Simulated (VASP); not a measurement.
# InSe (Pm-3m) in VASP: notebook

InSe is run at these levels: PBE; tasks: single point.

Program: VASP 6.6.1. These are calculated values, not measurements. Logs are shortened: lines on timing, memory, paths and dates and some standing lists are left out, and cuts for length are marked.

### 1 The cell of the first run

The structure is cubic, space group Pm-3m (No. 221). The conventional cell has a = 3.558 Å, b = 3.558 Å, c = 3.558 Å, α = 90.00°, β = 90.00°, γ = 90.00°. Within 4.1 Å of In (site symmetry m-3m) lie 8 Se at 3.08 Å and 6 In at 3.56 Å. Se (site symmetry m-3m) has 8 In at 3.08 Å and 6 Se at 3.56 Å within 4.1 Å.

### 2 Single point, PBE

INCAR

```
SYSTEM = InSe
ALGO = Normal
EDIFF = 1E-6
ENCUT = 520
GGA = PE
ISIF = 2
ISMEAR = -1
LASPH = .True.
LCHARG = .False.
LREAL = .False.
LWAVE = .False.
NBANDS = 16
NELM = 60
PREC = Accurate
SIGMA = 0.05
```

KPOINTS

```
k-points
0
Gamma
  7 7 7
  0 0 0
```

POSCAR

```
InSe
1.0
    3.5578959303      0.0000000000      0.0000000000
    0.0000000000      3.5578959303      0.0000000000
    0.0000000000      0.0000000000      3.5578959303
In Se
1 1
Direct
    0.5000000000      0.5000000000      0.5000000000
    0.0000000000      0.0000000000      0.0000000000
```

Potentials or basis: VASP PAW PBE potentials, release 64 (In_d, Se).

On the command line:

```console
$ cat potpaw_PBE.64/In_d/POTCAR potpaw_PBE.64/Se/POTCAR > POTCAR
$ mpirun -np 1 vasp_std > vasp.out
```

OUTCAR:

```text
SYSTEM = InSe
   EDIFF = 1E-6
   ENCUT = 520
   GGA = PE
   ISIF = 2
   ISMEAR = -1
   LASPH = .True.
   LREAL = .False.
   NELM = 60
   PREC = Accurate

 ion  position               nearest neighbor table
   1  0.500  0.500  0.500-   2 3.08   2 3.08   2 3.08   2 3.08   2 3.08   2 3.08   2 3.08   2 3.08

   2  0.000  0.000  0.000-   1 3.08   1 3.08   1 3.08   1 3.08   1 3.08   1 3.08   1 3.08   1 3.08

  LATTYP: Found a simple cubic cell.
 ALAT       =     3.5578959303

  Lattice vectors:

 A1 = (   3.5578959303,   0.0000000000,   0.0000000000)
 A2 = (   0.0000000000,   3.5578959303,   0.0000000000)
 A3 = (   0.0000000000,   0.0000000000,   3.5578959303)

Analysis of symmetry for initial positions (statically):
=====================================================================
 Subroutine PRICEL returns:
 Original cell was already a primitive cell.

 Routine SETGRP: Setting up the symmetry group for a
 simple cubic supercell.

 Subroutine GETGRP returns: Found 48 space group operations
 (whereof 48 operations were pure point group operations)
 out of a pool of 48 trial point group operations.

The static configuration has the point symmetry O_h .

Analysis of symmetry for dynamics (positions and initial velocities):
=====================================================================
 Subroutine PRICEL returns:
 Original cell was already a primitive cell.

 Routine SETGRP: Setting up the symmetry group for a
 simple cubic supercell.

 Subroutine GETGRP returns: Found 48 space group operations
 (whereof 48 operations were pure point group operations)
 out of a pool of 48 trial point group operations.

The dynamic configuration has the point symmetry O_h .

 Subroutine INISYM returns: Found 48 space group operations
 (whereof 48 operations are pure point group operations),
 and found     1 'primitive' translations

----------------------------------------------------------------------------------------

                                     Primitive cell

  volume of cell :      45.0381

  direct lattice vectors                    reciprocal lattice vectors
     3.557895930  0.000000000  0.000000000     0.281064994  0.000000000  0.000000000
     0.000000000  3.557895930  0.000000000     0.000000000  0.281064994  0.000000000
     0.000000000  0.000000000  3.557895930     0.000000000  0.000000000  0.281064994

  length of vectors
     3.557895930  3.557895930  3.557895930     0.281064994  0.281064994  0.281064994

  position of ions in fractional coordinates (direct lattice)
     0.500000000  0.500000000  0.500000000
     0.000000000  0.000000000  0.000000000

  ion indices of the primitive-cell ions
   primitive index   ion index
                 1           1
                 2           2

----------------------------------------------------------------------------------------

 KPOINTS: k-points

Automatic generation of k-mesh.
 Grid dimensions read from file:
 generate k-points for:    7    7    7

 Generating k-lattice:

  Cartesian coordinates                     Fractional coordinates (reciprocal lattice)
     0.040152142  0.000000000  0.000000000     0.142857143  0.000000000  0.000000000
     0.000000000  0.040152142  0.000000000     0.000000000  0.142857143  0.000000000
     0.000000000  0.000000000  0.040152142     0.000000000  0.000000000  0.142857143

  Length of vectors
     0.040152142  0.040152142  0.040152142

  Shift w.r.t. Gamma in fractional coordinates (k-lattice)
     0.000000000  0.000000000  0.000000000

 Subroutine IBZKPT returns following result:
 ===========================================

 Found     20 irreducible k-points:

 Following reciprocal coordinates:
            Coordinates               Weight
  0.000000  0.000000  0.000000      1.000000
  0.142857  0.000000  0.000000      6.000000
  0.285714  0.000000  0.000000      6.000000
  0.428571  0.000000  0.000000      6.000000
  0.142857  0.142857  0.000000     12.000000
  0.285714  0.142857  0.000000     24.000000
[... 12 lines left out ...]
  0.428571  0.428571  0.285714     24.000000
  0.428571  0.428571  0.428571      8.000000
   k-points           NKPTS =     20   k-points in BZ     NKDIM =     20   number of bands    NBANDS=     16
   number of dos      NEDOS =    301   number of ions     NIONS =      2
   total plane-waves  NPLWV =  21952
   dimension x,y,z NGX =    28 NGY =   28 NGZ =   28
   dimension x,y,z NGXF=    56 NGYF=   56 NGZF=   56
   ions per type =               1   1
   NGX,Y,Z   is equivalent  to a cutoff of  13.08, 13.08, 13.08 a.u.
   NGXF,Y,Z  is equivalent  to a cutoff of  26.17, 26.17, 26.17 a.u.
 SYSTEM =  InSe
   PREC   = accura    normal or accurate (medium, high low for compatibility)
   ISTART =      0    job   : 0-new  1-cont  2-samecut
   ICHARG =      2    charge: 1-file 2-atom 10-const
   ISPIN  =      1    spin polarized calculation?
   LNONCOLLINEAR =      F non collinear calculations
   LSORBIT =      F    spin-orbit coupling
   LASPH  =      T    aspherical Exc in radial PAW
   ENCUT  =  520.0 eV  38.22 Ry    6.18 a.u.   6.62  6.62  6.62*2*pi/ulx,y,z
   NELM   =     60;   NELMIN=  2; NELMDL= -5     # of ELM steps
   EDIFF  = 0.1E-05   stopping-criterion for ELM
   LREAL  =      F    real-space projection
   EDIFFG = 0.1E-04   stopping-criterion for IOM
   NSW    =      0    number of steps for IOM
   IBRION =     -1    ionic relax: 0-MD 1-quasi-New 2-CG
   NFREE  =      0    steps in history (QN), initial steepest desc. (CG)
   ISIF   =      2    stress and relaxation
   ISYM   =      2    0-nonsym 1-usesym 2-fastsym
   POTIM  = 0.5000    time-step for ionic-motion
   TEBEG  =    0.0;   TEEND  =   0.0 temperature during run
   PSTRESS=    0.0 pullay stress
   NELECT =      19.0000    total number of electrons
   NUPDOWN=      -1.0000    fix difference up-down
   EMIN   =  10.00;   EMAX   =-10.00  energy-range for DOS
   EFERMI =   0.00;   METHOD = LEGACY
   ISMEAR =    -1;   SIGMA  =   0.05  broadening in eV -4-tet -1-fermi 0-gaus
   EFERMI_NEDOS =   21; number of points for ismear=-14 and -15
   IALGO  =     38    algorithm
   IMIX   =      4    mixing-type and parameters
     AMIX     =   0.40;   BMIX     =  1.00
     AMIX_MAG =   1.60;   BMIX_MAG =  1.00
  volume/ion in A,a.u.               =      22.52       151.97
  Fermi-wavevector in a.u.,A,eV,Ry     =   1.227815  2.320233 20.511173  1.507529
  Thomas-Fermi vector in A             =   2.362764
   LORBIT       =      0    0 simple, 1 ext, 2 COOP (PROOUT), +10 PAW based schemes
   GGA     = PE    functional components
[... 5 lines left out ...]
 non-spin polarized calculation
  energy-cutoff  :      520.00
  volume of cell :       45.04
 maximum number of plane-waves:      1235
 NGX is ok and might be reduce to    28
   NGX = 13   NGY = 13   NGZ = 13

 number of electron      18.9999996 magnetization

 Free energy of the ion-electron system (eV)
  ---------------------------------------------------
  ext. energy  EPLUGINS =         0.00000000
  ---------------------------------------------------
  free energy    TOTEN  =        -6.43489505 eV

  energy without entropy =       -6.43006084  energy(sigma->0) =       -6.43247794

 E-fermi :   6.6186     XC(G=0): -10.4925

 val. band max:        6.5841863875   @ k =   0.4286   0.4286   0.0000
 cond. band min:       6.7989672397   @ k =   0.1429   0.1429   0.0000
 fundamental gap:      0.2147808522
 Fermi energy:         6.6186278210

 k-point     1 :       0.0000    0.0000    0.0000
  band No.  band energies     occupation
      1      -7.8508      2.00000
      2      -7.8508      2.00000
      3      -7.6406      2.00000
      4      -7.6406      2.00000
      5      -7.6406      2.00000
      6      -7.2940      2.00000
[... 8 lines left out ...]
     15      15.3998      0.00000
     16      20.4213      0.00000

 k-point     2 :       0.1429    0.0000    0.0000
  band No.  band energies     occupation
      1      -7.8481      2.00000
      2      -7.8202      2.00000
      3      -7.6552      2.00000
      4      -7.6552      2.00000
      5      -7.6393      2.00000
      6      -7.1426      2.00000
[... 8 lines left out ...]
     15      14.8545      0.00000
     16      19.6980      0.00000

 k-point     3 :       0.2857    0.0000    0.0000
  band No.  band energies     occupation
      1      -7.8418      2.00000
      2      -7.7524      2.00000
      3      -7.6875      2.00000
      4      -7.6875      2.00000
      5      -7.6364      2.00000
      6      -6.7495      2.00000
[... 8 lines left out ...]
     15      16.6846      0.00000
     16      17.4858      0.00000

 k-point     4 :       0.4286    0.0000    0.0000
  band No.  band energies     occupation
      1      -7.8369      2.00000
      2      -7.7131      2.00000
      3      -7.7131      2.00000
      4      -7.6983      2.00000
      5      -7.6341      2.00000
      6      -6.3560      2.00000
[... 8 lines left out ...]
     15      15.9814      0.00000
     16      20.3338      0.00000
[... 248 lines left out ...]
 k-point    18 :       0.4286    0.2857    0.2857
  band No.  band energies     occupation
      1      -7.8844      2.00000
      2      -7.7713      2.00000
      3      -7.7351      2.00000
      4      -7.6738      2.00000
      5      -7.6139      2.00000
      6      -5.3576      2.00000
[... 8 lines left out ...]
     15      17.9305      0.00000
     16      19.2846      0.00000

 k-point    19 :       0.4286    0.4286    0.2857
  band No.  band energies     occupation
      1      -7.8957      2.00000
      2      -7.7709      2.00000
      3      -7.7661      2.00000
      4      -7.6425      2.00000
      5      -7.5776      2.00000
      6      -5.1459      2.00000
[... 8 lines left out ...]
     15      20.1148      0.00000
     16      20.2886      0.00000

 k-point    20 :       0.4286    0.4286    0.4286
  band No.  band energies     occupation
      1      -7.8344      2.00000
      2      -7.8047      2.00000
      3      -7.8047      2.00000
      4      -7.5760      2.00000
      5      -7.5760      2.00000
      6      -5.0506      2.00000
[... 8 lines left out ...]
     15      21.4599      0.00000
     16      21.4599      0.00000

------------------------ aborting loop because EDIFF is reached ----------------------------------------

  FORCE on cell =-STRESS in cart. coord.  units (eV):
  Direction    XX          YY          ZZ          XY          YZ          ZX
  --------------------------------------------------------------------------------------
  -------------------------------------------------------------------------------------
  Total        1.0105984      1.0105984      1.0105984      0.0000000     -0.0000000      0.0000000
  in kB       35.9508735     35.9508735     35.9508735      0.0000000     -0.0000000      0.0000000
  external PRESSURE =      35.9508735 kB  Pullay stress =       0.0000000 kB

 VOLUME and BASIS-vectors are now :
 -----------------------------------------------------------------------------
  energy-cutoff  :      520.00
  volume of cell :       45.04
      direct lattice vectors                 reciprocal lattice vectors
     3.557895930  0.000000000  0.000000000     0.281064994  0.000000000  0.000000000
     0.000000000  3.557895930  0.000000000     0.000000000  0.281064994  0.000000000
     0.000000000  0.000000000  3.557895930     0.000000000  0.000000000  0.281064994

 POSITION                                       TOTAL-FORCE (eV/Angst)
 -----------------------------------------------------------------------------------
      1.77895      1.77895      1.77895         0.000000      0.000000      0.000000
      0.00000      0.00000      0.00000         0.000000      0.000000      0.000000
 -----------------------------------------------------------------------------------
    total drift:                                0.000000      0.000000      0.000000

  FREE ENERGIE OF THE ION-ELECTRON SYSTEM (eV)
  ---------------------------------------------------
  free  energy   TOTEN  =        -6.4348950480 eV

  energy  without entropy=       -6.4300608353  energy(sigma->0) =       -6.43247794
```

Wall time 6.8 s (1 thread of AMD EPYC 9R45 (Zen 5), shared host); peak memory 0.12 GiB.

Results:

* Free energy: -6.4349 eV
* Pressure: 3.6 GPa

Levels at points of the mesh, in eV from the Fermi level:
```
           k point  band 7  band 8  band 9  band 10  band 11  band 12
(0.00, 0.00, 0.00)   -3.38   -1.57   -1.57    -1.57     5.15     5.15
```

Caveat: spin-orbit coupling is left out, which moves the levels of the heavy elements.

### 3 Single point, PBE

This run uses another cell than the first one, of 23.00 Å³/atom, 1.021 times its volume.

INCAR

```
SYSTEM = InSe
PREC = Accurate ; ENCUT = 520
EDIFF = 1E-6 ; ISMEAR = -1
SIGMA = 0.05 ; LREAL = .FALSE.
LASPH = .TRUE. ; NELM = 60
ALGO = Normal ; ISIF = 2
LWAVE = .FALSE. ; LCHARG = .FALSE.
GGA = PE ; NBANDS = 16
```

KPOINTS

```
regular mesh
0
G
  7 7 7
  0 0 0
```

POSCAR

```
InSe
1.0
    3.5829523610      0.0000000000      0.0000000000
    0.0000000000      3.5829523610      0.0000000000
    0.0000000000      0.0000000000      3.5829523610
In Se
1 1
Direct
    0.5000000000      0.5000000000      0.5000000000
    0.0000000000      0.0000000000      0.0000000000
```

Potentials or basis: VASP PAW PBE potentials, release 64 (In_d, Se).

On the command line:

```console
$ cat potpaw_PBE.64/In_d/POTCAR potpaw_PBE.64/Se/POTCAR > POTCAR
$ mpirun -np 1 vasp_std > vasp.out
```

Wall time 7.1 s (1 thread of AMD EPYC 9R45 (Zen 5), shared host); peak memory 0.13 GiB.

Results (log left out):

```yaml
Free_energy: -6.4525 eV
Pressure: 2.2 GPa
```

Levels at points of the mesh, in eV from the Fermi level:
| k point | band 7 | band 8 | band 9 | band 10 | band 11 | band 12 |
| --- | --- | --- | --- | --- | --- | --- |
| (0.00, 0.00, 0.00) | -3.42 | -1.52 | -1.52 | -1.52 | 5.20 | 5.20 |

Caveat: spin-orbit coupling is left out, which moves the levels of the heavy elements.

### 4 Single point, PBE

This run uses another cell than the first one, of 23.48 Å³/atom, 1.043 times its volume.

INCAR

```
PREC = Accurate ; ENCUT = 520
EDIFF = 1E-7 ; ISMEAR = -1
SIGMA = 0.05 ; LREAL = F
LASPH = T ; NELM = 60
ALGO = Normal ; ISIF = 2
LWAVE = F ; LCHARG = F
GGA = PE ; NBANDS = 16
```

KPOINTS

```
Automatic mesh
0
Gamma
  7 7 7
```

POSCAR

```
InSe
1.0
    3.6076631581      0.0000000000      0.0000000000
    0.0000000000      3.6076631581      0.0000000000
    0.0000000000      0.0000000000      3.6076631581
In Se
1 1
Direct
    0.5000000000      0.5000000000      0.5000000000
    0.0000000000      0.0000000000      0.0000000000
```

On the command line:

```console
$ cat potpaw_PBE.64/In_d/POTCAR potpaw_PBE.64/Se/POTCAR > POTCAR
$ mpirun -np 1 vasp_std > vasp.out
```

Wall time 7.9 s (1 thread of AMD EPYC 9R45 (Zen 5), shared host); peak memory 0.12 GiB.

The run converged. Its results:

| Property | Result |
| --- | --- |
| Free energy | -6.4624 eV |
| Pressure | 1.0 GPa |

Levels at points of the mesh, in eV from the Fermi level:
```tsv
k point	band 5	band 6	band 7	band 8	band 9	band 10	band 11	band 12	band 13	band 14
(0.00, 0.00, 0.00)	-14.20	-13.62	-3.46	-1.46	-1.46	-1.46	5.24	5.24	8.47	8.47
```

Caveat: spin-orbit coupling is left out, which moves the levels of the heavy elements.

### 5 Summary

```csv
cell,gap on the mesh (eV),pressure (GPa)
"a = 3.558 Å, 2 atoms",none,3.6
"a = 3.583 Å, 2 atoms",none,2.2
"a = 3.608 Å, 2 atoms",none,1.0
```

Alike in all rows: task single point; level PBE; potentials or basis VASP PAW PBE potentials, release 64 (In_d, Se); no spin polarisation; k mesh 7 × 7 × 7; cutoff (eV) 520; smearing fermi-dirac 0.05 eV.

Caveats: spin-orbit coupling is left out, which moves the levels of the heavy elements.

Total energies depend on the potentials used, so only differences within one code and one set of settings carry meaning.
